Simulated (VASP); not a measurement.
Mo, 1 atom in the cell. The structure is cubic, space group Im-3m (No. 229). Conventional cell: a = 3.163 Å, b = 3.163 Å, c = 3.163 Å, α = 90.00°, β = 90.00°, γ = 90.00°. Mo (site symmetry m-3m) has 14 Mo at 2.74 to 3.16 Å within 3.6 Å. 

| Quantity | Value |
| --- | --- |
| Program | VASP 6.6.1 |
| Task | single point |
| Functional | PBE |
| Potentials or basis | VASP PAW PBE potentials, release 64 (Mo_sv) |
| Cutoff | 520 eV |
| k mesh | 14 × 14 × 14 |
| Occupations | gaussian, width 0.2 eV |
| Spin | no spin polarisation |
| Dipole correction | no |
| Further INCAR settings | ALGO = Normal; EDIFF = 1e-07; NBANDS = 13 |

Potentials or basis: VASP PAW PBE potentials, release 64 (Mo_sv).

Run with:

```sh
$ cat potpaw_PBE.64/Mo_sv/POTCAR > POTCAR
$ mpirun -np 1 vasp_std > vasp.out
```

Hardware: 1 thread of Intel Xeon 6975P-C (shared host).

Question: How long does it take, and how much memory?

Answer: It took 12 s on 1 thread of Intel Xeon 6975P-C, on a shared host, peak memory 0.14 GiB. Counts: scf iterations 13, k points 104.
